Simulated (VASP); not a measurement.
# WSe2 in VASP: notebook, part 2 of 2

VASP 6.6.1. Earlier steps stand in the parts before.

## 4. Single point, PBEsol

This run uses another cell than the first one, of 54.22 Å³/atom, 1.027 times its volume.

INCAR

```
SYSTEM = WSe2
ALGO = Normal
EDIFF = 1E-7
ENCUT = 520
GGA = PS
ISIF = 2
ISMEAR = 0
LASPH = .TRUE.
LCHARG = .FALSE.
LREAL = .FALSE.
LWAVE = .FALSE.
NBANDS = 20
NELM = 80
PREC = Accurate
SIGMA = 0.05
```

KPOINTS

```
k-points
0
G
  9 9 2
  0 0 0
```

POSCAR

```
WSe2
1.0
    3.3575271124      0.0000000000      0.0000000000
   -1.6787635562      2.9077037732      0.0000000000
    0.0000000000      0.0000000000     16.6611439352
W Se
1 2
Direct
    0.0000000000      0.0000000000     -0.0030938842
    0.3333333333      0.6666666667      0.1040002956
    0.3333333333      0.6666666667      0.9032020910
```

Potentials or basis: VASP PAW PBE potentials, release 64 (W_sv, Se).

Launch:

```sh
cat potpaw_PBE.64/W_sv/POTCAR potpaw_PBE.64/Se/POTCAR > POTCAR
mpirun -np 1 vasp_std > vasp.out
```

OUTCAR:

```text
SYSTEM = WSe2
   EDIFF = 1E-7
   ENCUT = 520
   GGA = PS
   ISIF = 2
   ISMEAR = 0
   LASPH = .TRUE.
   LREAL = .FALSE.
   NELM = 80
   PREC = Accurate

 ion  position               nearest neighbor table
   1  0.000  0.000  0.997-   3 2.49   3 2.49   3 2.49   2 2.63   2 2.63   2 2.63
   2  0.333  0.667  0.104-   1 2.63   1 2.63   1 2.63
   3  0.333  0.667  0.903-   1 2.49   1 2.49   1 2.49

  LATTYP: Found a hexagonal cell.
 ALAT       =     3.3575271124
 C/A-ratio  =     4.9623259552

  Lattice vectors:

 A1 = (   3.3575271124,   0.0000000000,   0.0000000000)
 A2 = (  -1.6787635562,   2.9077037732,   0.0000000000)
 A3 = (   0.0000000000,   0.0000000000,  16.6611439352)

Analysis of symmetry for initial positions (statically):
=====================================================================
 Subroutine PRICEL returns:
 Original cell was already a primitive cell.

 Routine SETGRP: Setting up the symmetry group for a
 hexagonal supercell.

 Subroutine GETGRP returns: Found  6 space group operations
 (whereof  6 operations were pure point group operations)
 out of a pool of 24 trial point group operations.

[... 160 lines left out ...]
  free energy    TOTEN  =       -23.00119450 eV

  energy without entropy =      -23.00119450  energy(sigma->0) =      -23.00119450

 E-fermi :  -0.6624     XC(G=0):  -4.7369

 val. band max:       -1.1360907279   @ k =   0.3333   0.3333   0.5000
 cond. band min:       0.2943403331   @ k =   0.3333   0.3333   0.5000
 fundamental gap:      1.4304310611
 Fermi energy:        -0.6623751894

 k-point     1 :       0.0000    0.0000    0.0000
  band No.  band energies     occupation
      1     -75.1510      2.00000
      2     -39.3530      2.00000
      3     -39.2745      2.00000
      4     -39.2745      2.00000
      5     -15.6693      2.00000
      6     -14.3960      2.00000
[... 541 lines left out ...]
     19       5.1915      0.00000
     20       7.5986      0.00000

------------------------ aborting loop because EDIFF is reached ----------------------------------------

  FORCE on cell =-STRESS in cart. coord.  units (eV):
  Direction    XX          YY          ZZ          XY          YZ          ZX
  --------------------------------------------------------------------------------------
  -------------------------------------------------------------------------------------
  Total       -2.3513055     -2.3513055     -1.3584642     -0.0000000     -0.0000000      0.0000000
  in kB      -23.1603506    -23.1603506    -13.3808672     -0.0000000     -0.0000000      0.0000000
  external PRESSURE =     -19.9005228 kB  Pullay stress =       0.0000000 kB

 VOLUME and BASIS-vectors are now :
 -----------------------------------------------------------------------------
  energy-cutoff  :      520.00
  volume of cell :      162.66
      direct lattice vectors                 reciprocal lattice vectors
     3.357527112  0.000000000  0.000000000     0.297838250  0.171956994  0.000000000
    -1.678763556  2.907703773  0.000000000     0.000000000  0.343913988  0.000000000
     0.000000000  0.000000000 16.661143935     0.000000000  0.000000000  0.060019888

 POSITION                                       TOTAL-FORCE (eV/Angst)
 -----------------------------------------------------------------------------------
      0.00000      0.00000     16.60960        -0.000000      0.000000      2.926717
     -0.00000      1.93847      1.73276         0.000000     -0.000000     -1.768427
     -0.00000      1.93847     15.04838         0.000000      0.000000     -1.158290
 -----------------------------------------------------------------------------------
    total drift:                                0.000000     -0.000000      0.000341

  FREE ENERGIE OF THE ION-ELECTRON SYSTEM (eV)
  ---------------------------------------------------
  free  energy   TOTEN  =       -23.0011945001 eV

  energy  without entropy=      -23.0011945001  energy(sigma->0) =      -23.00119450
```

OSZICAR:

```text
N       E                     dE             d eps       ncg     rms          rms(c)
DAV:   1     0.166040117012E+03    0.16604E+03   -0.11912E+04  1144   0.110E+03
DAV:   2    -0.107766824208E+02   -0.17682E+03   -0.17157E+03  1260   0.256E+02
DAV:   3    -0.238673366353E+02   -0.13091E+02   -0.13003E+02  1280   0.641E+01
DAV:   4    -0.240958098067E+02   -0.22847E+00   -0.22802E+00  1188   0.938E+00
[... 14 lines left out ...]
DAV:  19    -0.230011912650E+02   -0.13651E-04   -0.69675E-07   996   0.263E-03    0.871E-04
DAV:  20    -0.230011933873E+02   -0.21223E-05   -0.50165E-08  1076   0.775E-04    0.769E-04
DAV:  21    -0.230011943540E+02   -0.96665E-06   -0.29992E-08   860   0.602E-04    0.992E-05
DAV:  22    -0.230011944797E+02   -0.12567E-06   -0.34699E-09   844   0.168E-04    0.459E-05
DAV:  23    -0.230011945001E+02   -0.20414E-07   -0.61004E-10   684   0.780E-05
   1 F= -.23001195E+02 E0= -.23001195E+02  d E =-.785946E-42
```

stdout:

```text
POSCAR found type information on POSCAR W Se
 POSCAR found :  2 types and       3 ions
 scaLAPACK will be used
 -----------------------------------------------------------------------------
|                                                                             |
|                                                                             |
|     You enforced a specific xc type in the INCAR file but a different       |
|     I HOPE YOU KNOW WHAT YOU ARE DOING!                                     |
|                                                                             |
 -----------------------------------------------------------------------------

 LDA part: xc-table for (Slater+PW92), standard interpolation
 POSCAR, INCAR and KPOINTS ok, starting setup
 FFT: planning ... GRIDC
 FFT: planning ... GRID_SOFT
 FFT: planning ... GRID
 WAVECAR not read
 entering main loop
```

Wall time 2 min (1 thread of Intel Xeon Platinum 8488C (Sapphire Rapids), shared host); peak memory 0.33 GiB.

Results:

| Item | Value |
| --- | --- |
| Free energy | -23.0012 eV |
| Largest force | 2.927 eV/Å |
| Band gap on the k mesh | 1.43 eV, direct |

Forces in eV/Å, atoms in the order of the input:
```
W    0.000  0.000  2.927
Se   0.000  0.000 -1.768
Se   0.000  0.000 -1.158
```

Levels at points of the mesh, in eV from the valence-band top:
```
           k point  band 11  band 12  band 13  band 14  band 15  band 16
(0.00, 0.00, 0.00)    -1.12    -1.12     0.00     2.64     2.64     3.33
(0.00, 0.00, 0.50)    -1.12    -1.12     0.00     2.64     2.64     3.33
```

Caveat: the PAW data sets were made with another functional, which shifts forces and pressure a little; spin-orbit coupling is left out, which moves the levels of the heavy elements.

## 5. Single point, PBEsol

This run uses another cell than the first one, of 54.22 Å³/atom, 1.027 times its volume.

INCAR

```
SYSTEM = WSe2
PREC = Accurate
ENCUT = 520
EDIFF = 1E-6
ISMEAR = 0
SIGMA = 0.05
LREAL = .False.
LASPH = .True.
NELM = 100
ALGO = Normal
ISIF = 2
LWAVE = .False.
LCHARG = .False.
GGA = PS
NBANDS = 20
```

KPOINTS

```
Automatic mesh
0
Gamma
  9 9 2
  0 0 0
```

POSCAR

```
WSe2
1.0
    3.3575271124      0.0000000000      0.0000000000
   -1.6787635562      2.9077037732      0.0000000000
    0.0000000000      0.0000000000     16.6611439352
W Se
1 2
Direct
    0.0000000000      0.0000000000      0.0000000000
    0.3333333333      0.6666666667      0.1003991023
    0.3333333333      0.6666666667      0.8996008977
```

Potentials or basis: VASP PAW PBE potentials, release 64 (W_sv, Se).

Launch:

```sh
cat potpaw_PBE.64/W_sv/POTCAR potpaw_PBE.64/Se/POTCAR > POTCAR
mpirun -np 1 vasp_std > vasp.out
```

OUTCAR:

```text
SYSTEM = WSe2
   PREC = Accurate
   ENCUT = 520
   EDIFF = 1E-6
   ISMEAR = 0
   LREAL = .False.
   LASPH = .True.
   NELM = 100
   ISIF = 2
   GGA = PS

 ion  position               nearest neighbor table
   1  0.000  0.000  0.000-   2 2.56   3 2.56   2 2.56   3 2.56   2 2.56   3 2.56
   2  0.333  0.667  0.100-   1 2.56   1 2.56   1 2.56
   3  0.333  0.667  0.900-   1 2.56   1 2.56   1 2.56

  LATTYP: Found a hexagonal cell.
 ALAT       =     3.3575271124
 C/A-ratio  =     4.9623259552

  Lattice vectors:

 A1 = (   3.3575271124,   0.0000000000,   0.0000000000)
 A2 = (  -1.6787635562,   2.9077037732,   0.0000000000)
 A3 = (   0.0000000000,   0.0000000000,  16.6611439352)

Analysis of symmetry for initial positions (statically):
=====================================================================
 Subroutine PRICEL returns:
 Original cell was already a primitive cell.

 Routine SETGRP: Setting up the symmetry group for a
 hexagonal supercell.

 Subroutine GETGRP returns: Found 12 space group operations
 (whereof 12 operations were pure point group operations)
 out of a pool of 24 trial point group operations.

[... 160 lines left out ...]
  free energy    TOTEN  =       -23.16488173 eV

  energy without entropy =      -23.16488173  energy(sigma->0) =      -23.16488173

 E-fermi :  -0.6938     XC(G=0):  -4.7430

 val. band max:       -1.0725991840   @ k =   0.3333   0.3333   0.5000
 cond. band min:       0.3507639751   @ k =   0.3333   0.3333   0.5000
 fundamental gap:      1.4233631592
 Fermi energy:        -0.6937570088

 k-point     1 :       0.0000    0.0000    0.0000
  band No.  band energies     occupation
      1     -75.1472      2.00000
      2     -39.3421      2.00000
      3     -39.2641      2.00000
      4     -39.2641      2.00000
      5     -15.6319      2.00000
      6     -14.4032      2.00000
[... 541 lines left out ...]
     19       5.1977      0.00000
     20       7.5634      0.00000

------------------------ aborting loop because EDIFF is reached ----------------------------------------

  FORCE on cell =-STRESS in cart. coord.  units (eV):
  Direction    XX          YY          ZZ          XY          YZ          ZX
  --------------------------------------------------------------------------------------
  -------------------------------------------------------------------------------------
  Total       -2.7534584     -2.7534584     -1.6601841      0.0000000     -0.0000000     -0.0000000
  in kB      -27.1215560    -27.1215560    -16.3528076      0.0000000     -0.0000000     -0.0000000
  external PRESSURE =     -23.5319732 kB  Pullay stress =       0.0000000 kB

 VOLUME and BASIS-vectors are now :
 -----------------------------------------------------------------------------
  energy-cutoff  :      520.00
  volume of cell :      162.66
      direct lattice vectors                 reciprocal lattice vectors
     3.357527112  0.000000000  0.000000000     0.297838250  0.171956994  0.000000000
    -1.678763556  2.907703773  0.000000000     0.000000000  0.343913988  0.000000000
     0.000000000  0.000000000 16.661143935     0.000000000  0.000000000  0.060019888

 POSITION                                       TOTAL-FORCE (eV/Angst)
 -----------------------------------------------------------------------------------
      0.00000      0.00000      0.00000         0.000000      0.000000      0.000000
     -0.00000      1.93847      1.67276        -0.000000      0.000000     -0.492673
     -0.00000      1.93847     14.98838        -0.000000      0.000000      0.492673
 -----------------------------------------------------------------------------------
    total drift:                                0.000000     -0.000000     -0.000000

  FREE ENERGIE OF THE ION-ELECTRON SYSTEM (eV)
  ---------------------------------------------------
  free  energy   TOTEN  =       -23.1648817305 eV

  energy  without entropy=      -23.1648817305  energy(sigma->0) =      -23.16488173
```

Wall time 1.7 min (1 thread of Intel Xeon Platinum 8488C (Sapphire Rapids), shared host); peak memory 0.33 GiB.

Results:

| Property | Result |
| --- | --- |
| Free energy | -23.1649 eV |
| Largest force | 0.493 eV/Å |
| Band gap on the k mesh | 1.42 eV, direct |

Forces in eV/Å, atoms in the order of the input:
```
W    0.000  0.000  0.000
Se   0.000  0.000 -0.493
Se   0.000  0.000  0.493
```

Caveat: the PAW data sets were made with another functional, which shifts forces and pressure a little; spin-orbit coupling is left out, which moves the levels of the heavy elements.

## 6. Single point, PBEsol

This run uses another cell than the first one, of 54.22 Å³/atom, 1.027 times its volume.

INCAR

```
SYSTEM = WSe2
  PREC = Accurate
  ENCUT = 520
  EDIFF = 1E-6
  ISMEAR = 0
  SIGMA = 0.05
  LREAL = .FALSE.
  LASPH = .TRUE.
  NELM = 60
  ALGO = Normal
  ISIF = 2
  LWAVE = .FALSE.
  LCHARG = .TRUE.
  GGA = PS
  LELF = .TRUE.
  LVHAR = .TRUE.
  NBANDS = 20
```

KPOINTS

```
regular mesh
0
G
  9 9 2
  0 0 0
```

POSCAR

```
WSe2
1.0
    3.3575271124      0.0000000000      0.0000000000
   -1.6787635562      2.9077037732      0.0000000000
    0.0000000000      0.0000000000     16.6611439352
W Se
1 2
Direct
    0.0000000000      0.0000000000     -0.0020625895
    0.3333333333      0.6666666667      0.1027998978
    0.3333333333      0.6666666667      0.9020016932
```

Potentials or basis: VASP PAW PBE potentials, release 64 (W_sv, Se).

Launch:

```sh
cat potpaw_PBE.64/W_sv/POTCAR potpaw_PBE.64/Se/POTCAR > POTCAR
mpirun -np 1 vasp_std > vasp.out
```

OUTCAR:

```text
SYSTEM = WSe2
   PREC = Accurate
   ENCUT = 520
   EDIFF = 1E-6
   ISMEAR = 0
   LREAL = .FALSE.
   LASPH = .TRUE.
   NELM = 60
   ISIF = 2
   GGA = PS

 ion  position               nearest neighbor table
   1  0.000  0.000  0.998-   3 2.51   3 2.51   3 2.51   2 2.61   2 2.61   2 2.61
   2  0.333  0.667  0.103-   1 2.61   1 2.61   1 2.61
   3  0.333  0.667  0.902-   1 2.51   1 2.51   1 2.51

  LATTYP: Found a hexagonal cell.
 ALAT       =     3.3575271124
 C/A-ratio  =     4.9623259552

  Lattice vectors:
[... 741 lines left out ...]

  FORCE on cell =-STRESS in cart. coord.  units (eV):
  Direction    XX          YY          ZZ          XY          YZ          ZX
  --------------------------------------------------------------------------------------
  -------------------------------------------------------------------------------------
  Total       -2.5749090     -2.5749090     -1.5234510     -0.0000000      0.0000000      0.0000000
  in kB      -25.3628449    -25.3628449    -15.0059868     -0.0000000      0.0000000      0.0000000
  external PRESSURE =     -21.9105589 kB  Pullay stress =       0.0000000 kB

 VOLUME and BASIS-vectors are now :
 -----------------------------------------------------------------------------
  energy-cutoff  :      520.00
  volume of cell :      162.66
      direct lattice vectors                 reciprocal lattice vectors
     3.357527112  0.000000000  0.000000000     0.297838250  0.171956994  0.000000000
    -1.678763556  2.907703773  0.000000000     0.000000000  0.343913988  0.000000000
     0.000000000  0.000000000 16.661143935     0.000000000  0.000000000  0.060019888

 POSITION                                       TOTAL-FORCE (eV/Angst)
 -----------------------------------------------------------------------------------
      0.00000      0.00000     16.62678         0.000000     -0.000000      1.957321
     -0.00000      1.93847      1.71276        -0.000000     -0.000000     -1.387419
     -0.00000      1.93847     15.02838         0.000000      0.000000     -0.569903
 -----------------------------------------------------------------------------------
    total drift:                                0.000000     -0.000000      0.000100

  FREE ENERGIE OF THE ION-ELECTRON SYSTEM (eV)
  ---------------------------------------------------
  free  energy   TOTEN  =       -23.0920236105 eV

  energy  without entropy=      -23.0920236105  energy(sigma->0) =      -23.09202361
```

OSZICAR:

```text
N       E                     dE             d eps       ncg     rms          rms(c)
DAV:   1     0.166196451389E+03    0.16620E+03   -0.11905E+04  1144   0.110E+03
DAV:   2    -0.110215793393E+02   -0.17722E+03   -0.17209E+03  1264   0.256E+02
DAV:   3    -0.239713021855E+02   -0.12950E+02   -0.12864E+02  1280   0.640E+01
DAV:   4    -0.241904268719E+02   -0.21912E+00   -0.21868E+00  1196   0.929E+00
[... 12 lines left out ...]
DAV:  17    -0.230919816992E+02   -0.45995E-04   -0.26006E-06  1060   0.697E-03    0.618E-03
DAV:  18    -0.230920099633E+02   -0.28264E-04   -0.10642E-06   936   0.362E-03    0.161E-03
DAV:  19    -0.230920219568E+02   -0.11994E-04   -0.72525E-07   876   0.263E-03    0.764E-04
DAV:  20    -0.230920229853E+02   -0.10285E-05   -0.22745E-08   808   0.604E-04    0.621E-04
DAV:  21    -0.230920236105E+02   -0.62519E-06   -0.18353E-08   716   0.494E-04
   1 F= -.23092024E+02 E0= -.23092024E+02  d E =-.935986E-34
```

Run time: 2 min. Hardware: 1 thread of Intel Xeon Platinum 8488C (Sapphire Rapids), shared host; peak memory 0.33 GiB.

Results:

- Free energy: -23.0920 eV
- Largest force: 1.957 eV/Å
- Band gap on the k mesh: 1.43 eV, direct

Forces in eV/Å, atoms in the order of the input:
```
W    0.000  0.000  1.957
Se   0.000  0.000 -1.387
Se   0.000  0.000 -0.570
```

Caveat: the PAW data sets were made with another functional, which shifts forces and pressure a little; spin-orbit coupling is left out, which moves the levels of the heavy elements.
